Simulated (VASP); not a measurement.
# B2F (P6/mmm) in VASP: a series of runs, part 2 of 2

VASP 6.6.1. Earlier steps stand in the parts before.

### 3 Single point, PBE

This run uses another cell than the first one, of 9.35 Å³/atom, 1.309 times its volume.

INCAR

```
  PREC = Accurate
  ENCUT = 520
  EDIFF = 1E-6
  ISMEAR = 0
  SIGMA = 0.1
  LREAL = False
  LASPH = True
  NELM = 60
  ALGO = Normal
  ISIF = 2
  LWAVE = False
  LCHARG = False
  GGA = PE
  NBANDS = 14
```

KPOINTS

```
regular mesh
0
Gamma
  6 6 4
```

POSCAR

```
B2F
1.0
    2.5690699700      0.0000000000      0.0000000000
   -1.2845349900      2.2248798600      0.0000000000
    0.0000000000      0.0000000000      4.9085107400
B F
2 1
Direct
    0.0000000000      0.0000000000      0.7440564900
    0.0000000000      0.0000000000      0.2559435100
    0.0000000000      0.0000000000      0.0000000000
```

Potentials or basis: VASP PAW PBE potentials, release 64 (B, F).

Run with:

```
> cat potpaw_PBE.64/B/POTCAR potpaw_PBE.64/F/POTCAR > POTCAR
> mpirun -np 1 vasp_std > vasp.out
```

OUTCAR:

```text
PREC = Accurate
   ENCUT = 520
   EDIFF = 1E-6
   ISMEAR = 0
   LREAL = False
   LASPH = True
   NELM = 60
   ISIF = 2
   GGA = PE

 ion  position               nearest neighbor table
   1  0.000  0.000  0.744-   3 1.26
   2  0.000  0.000  0.256-   3 1.26
   3  0.000  0.000  0.000-   1 1.26   2 1.26

  LATTYP: Found a hexagonal cell.
 ALAT       =     2.5690699700
 C/A-ratio  =     1.9106177711

  Lattice vectors:

[... 541 lines left out ...]
------------------------ aborting loop because EDIFF is reached ----------------------------------------

  FORCE on cell =-STRESS in cart. coord.  units (eV):
  Direction    XX          YY          ZZ          XY          YZ          ZX
  --------------------------------------------------------------------------------------
  -------------------------------------------------------------------------------------
  Total       -4.3853389     -4.3853389     22.4099156      0.0000000      0.0000000      0.0000000
  in kB     -250.4272007   -250.4272011   1279.7306163      0.0000006      0.0000000      0.0000000
  external PRESSURE =     259.6254048 kB  Pullay stress =       0.0000000 kB

 VOLUME and BASIS-vectors are now :
 -----------------------------------------------------------------------------
  energy-cutoff  :      520.00
  volume of cell :       28.06
      direct lattice vectors                 reciprocal lattice vectors
     2.569069970  0.000000000  0.000000000     0.389245918  0.224731236  0.000000000
    -1.284534990  2.224879860  0.000000000     0.000000000  0.449462471  0.000000000
     0.000000000  0.000000000  4.908510740     0.000000000  0.000000000  0.203727781

 POSITION                                       TOTAL-FORCE (eV/Angst)
 -----------------------------------------------------------------------------------
      0.00000      0.00000      3.65221         0.000000      0.000000    -11.086401
      0.00000      0.00000      1.25630        -0.000000     -0.000000     11.086401
      0.00000      0.00000      0.00000         0.000000     -0.000000      0.000000
 -----------------------------------------------------------------------------------
    total drift:                               -0.000000      0.000000     -0.000000

  FREE ENERGIE OF THE ION-ELECTRON SYSTEM (eV)
  ---------------------------------------------------
  free  energy   TOTEN  =       -10.3573881976 eV

  energy  without entropy=      -10.3505882609  energy(sigma->0) =      -10.35398823
```

It took 8 s on 1 thread of Intel Xeon Platinum 8259CL at 2.50GHz (Skylake/Cascade Lake), shared host; peak memory 0.14 GiB.

What came out:

* Free energy: -10.3574 eV
* Pressure: 26.0 GPa
* Largest force: 11.086 eV/Å

Forces on the atoms (eV/Å):
```
B     0.000   0.000 -11.086
B     0.000   0.000  11.086
F     0.000   0.000   0.000
```

Stress tensor (GPa, compression positive):
```
-25.04   0.00   0.00
  0.00 -25.04   0.00
  0.00   0.00 127.97
```

Caveat: the k points lie up to 0.47 Å⁻¹ apart; an odd number of electrons without spin polarisation forces a metal; a magnetic or distorted state may lie lower.

### 4 Single point, PBE

This run uses another cell than the first one, of 7.09 Å³/atom, 0.992 times its volume.

INCAR

```
PREC = Accurate ; ENCUT = 520
EDIFF = 1E-6 ; ISMEAR = 0
SIGMA = 0.1 ; LREAL = False
LASPH = True ; NELM = 80
ALGO = Normal ; ISIF = 2
LWAVE = False ; LCHARG = False
GGA = PE ; NBANDS = 14
```

KPOINTS

```
regular mesh
0
Gamma
  12 12 4
```

POSCAR

```
B2F
1.0
    2.1836264917      0.0000000000      0.0000000000
   -1.0918132458      1.8910760142      0.0000000000
    0.0000000000      0.0000000000      5.1495577740
B F
2 1
Direct
    0.0000000000      0.0000000000      0.6922135497
    0.0000000000      0.0000000000      0.3077864503
    0.0000000000      0.0000000000      0.0000000000
```

Run with:

```
> cat potpaw_PBE.64/B/POTCAR potpaw_PBE.64/F/POTCAR > POTCAR
> mpirun -np 1 vasp_std > vasp.out
```

Run time: 11 s. Hardware: 1 thread of Intel Xeon Platinum 8259CL at 2.50GHz (Skylake/Cascade Lake), shared host; peak memory 0.13 GiB.

The run converged. Its results:

- Free energy: -14.0926 eV
- Pressure: -0.2 GPa
- Largest force: 0.044 eV/Å

Forces on the atoms (eV/Å):
```
B    0.000  0.000 -0.044
B    0.000  0.000  0.044
F    0.000  0.000  0.000
```

Stress tensor (GPa, compression positive):
```
-0.55  0.00  0.00
 0.00 -0.55  0.00
 0.00  0.00  0.36
```

Levels at points of the mesh, in eV from the Fermi level:
```
           k point  band 3  band 4  band 5  band 6  band 7  band 8  band 9  band 10  band 11  band 12
(0.00, 0.00, 0.00)  -13.08   -3.97   -3.80   -3.80   -1.15   10.68   11.95    11.95    12.92    12.92
(0.50, 0.00, 0.00)  -10.58   -5.05   -4.73   -4.07   -3.73    4.11    4.72     7.72     8.91    13.01
(0.00, 0.00, 0.50)  -10.54   -7.98   -3.80   -3.80    3.69    7.31   11.56    11.56    13.41    13.41
(0.50, 0.00, 0.50)  -10.61   -6.20   -5.05   -3.74   -1.85    1.62    7.21     8.76     9.58    10.43
```

Caveat: an odd number of electrons without spin polarisation forces a metal; a magnetic or distorted state may lie lower.

### 5 Relaxation of cell and atoms, PBE

This run uses another cell than the first one, of 9.35 Å³/atom, 1.309 times its volume.

INCAR

```
SYSTEM = B2F
ALGO = Normal
EDIFF = 1E-6
EDIFFG = -0.04
ENCUT = 600
GGA = PE
IBRION = 2
ISIF = 3
ISMEAR = 0
LASPH = .True.
LCHARG = .False.
LREAL = .False.
LWAVE = .False.
NELM = 60
NSW = 90
PREC = Accurate
SIGMA = 0.1
```

KPOINTS

```
k-points
0
Gamma
  6 6 4
  0 0 0
```

POSCAR

```
B2F
1.0
    2.5690699700      0.0000000000      0.0000000000
   -1.2845349900      2.2248798600      0.0000000000
    0.0000000000      0.0000000000      4.9085107400
B F
2 1
Direct
    0.0000000000      0.0000000000      0.7440564900
    0.0000000000      0.0000000000      0.2559435100
    0.0000000000      0.0000000000      0.0000000000
```

Run with:

```
> cat potpaw_PBE.64/B/POTCAR potpaw_PBE.64/F/POTCAR > POTCAR
> mpirun -np 1 vasp_std > vasp.out
```

It took 83 s on 1 thread of Intel Xeon Platinum 8259CL at 2.50GHz (Skylake/Cascade Lake), shared host; peak memory 0.15 GiB.

Results (log left out):

```
Free energy                            : -14.1723 eV
Relaxed volume                         : 7.13 Å³/atom
Relaxed cell                           : a = 2.207 Å, b = 2.207 Å, c = 5.070 Å, α = 90.00°, β = 90.00°, γ = 120.00°
Space group after relaxing (to 0.05 Å) : P6/mmm (No. 191)
Energy gained by relaxing              : 1269.3 meV/atom
Ionic steps                            : 15
Pressure after relaxing                : -0.1 GPa
```

Stress tensor (GPa, compression positive):
```
 0.10  0.00  0.00
 0.00  0.10  0.00
 0.00  0.00 -0.41
```

Step by step:
```
step  energy change (eV)  largest force (eV/Å)  pressure (GPa)  volume (Å³)
   1              0.0000               11.0752           25.84        28.06
   2             -0.8093                0.4010          -31.76        32.95
   3             -0.9552                0.3003          -32.64        32.59
   4             -1.1932                0.5780          -33.94        32.16
   5             -2.5799                0.6611          -32.64        30.31
   6             -2.7617                1.3165          -22.90        29.23
   7             -2.7983                0.4654          -27.31        29.58
   8             -2.8000                0.6485          -26.32        29.50
   9             -3.6201                0.0688          -16.44        24.29
  10             -3.7813                0.5515           -3.84        22.00
  11             -3.7842                0.6728           -1.26        21.66
  12             -3.7838                0.6208           -2.38        21.80
  13             -3.8077                0.0506           -0.59        21.46
  14             -3.8077                0.0468           -0.56        21.47
  15             -3.8080                0.0009           -0.07        21.39
```

Final structure:
```cif
data_structure
_symmetry_space_group_name_H-M 'P 1'
_symmetry_Int_Tables_number 1
_cell_length_a 2.2070
_cell_length_b 2.2070
_cell_length_c 5.0701
_cell_angle_alpha 90.000
_cell_angle_beta 90.000
_cell_angle_gamma 120.000
_cell_volume 21.39
loop_
_atom_site_label
_atom_site_type_symbol
_atom_site_fract_x
_atom_site_fract_y
_atom_site_fract_z
_atom_site_occupancy
B1 B 0.00000 0.00000 0.68889 1
B2 B 0.00000 0.00000 0.31111 1
F1 F 0.00000 0.00000 0.00000 1
```

Levels at points of the mesh, in eV from the Fermi level:
```tsv
k point	band 2	band 3	band 4	band 5	band 6	band 7	band 8	band 9	band 10
(0.00, 0.00, 0.00)	-14.04	-12.70	-3.85	-3.85	-3.22	-0.57	11.79	11.79	11.80
(0.50, 0.00, 0.00)	-10.58	-10.51	-5.05	-4.38	-4.03	-3.11	4.69	5.01	7.70
(0.00, 0.00, 0.50)	-14.96	-10.25	-7.23	-3.85	-3.85	4.23	8.51	11.38	11.38
(0.50, 0.00, 0.50)	-10.54	-10.41	-5.85	-5.04	-3.70	-1.18	2.05	7.17	9.07
```

Caveat: the k points lie up to 0.55 Å⁻¹ apart in the final cell; the volume moved by over 15 % at a fixed basis, so the end points are rough; an odd number of electrons without spin polarisation forces a metal; a magnetic or distorted state may lie lower.

### 6 Overview

```csv
task,cell,k mesh,cutoff (eV),gap on the mesh (eV),pressure (GPa),largest force (eV/Å)
single point,"a = 2.210, b = 2.210, c = 5.070 Å, angles 90.0, 90.0, 120.0°, 3 atoms",6 × 6 × 4,520,none,-0.4,0.04
single point,"a = 2.569, b = 2.569, c = 4.909 Å, angles 90.0, 90.0, 120.0°, 3 atoms",6 × 6 × 4,520,none,26.0,11.09
single point,"a = 2.184, b = 2.184, c = 5.150 Å, angles 90.0, 90.0, 120.0°, 3 atoms",12 × 12 × 4,520,none,-0.2,0.04
relaxation of cell and atoms,"relaxed from a = 2.569, b = 2.569, c = 4.909 Å, angles 90.0, 90.0, 120.0°, 3 atoms",6 × 6 × 4,600,none,-0.1,-
```

Alike in all rows: level PBE; potentials or basis VASP PAW PBE potentials, release 64 (B, F); no spin polarisation; smearing gaussian 0.1 eV.

Caveats: some runs use coarse meshes; an odd number of electrons without spin polarisation forces a metal; a magnetic or distorted state may lie lower; the volume moved by over 15 % at a fixed basis, so the end points are rough (some runs).

Absolute energies hang on the potentials; compare differences alone.
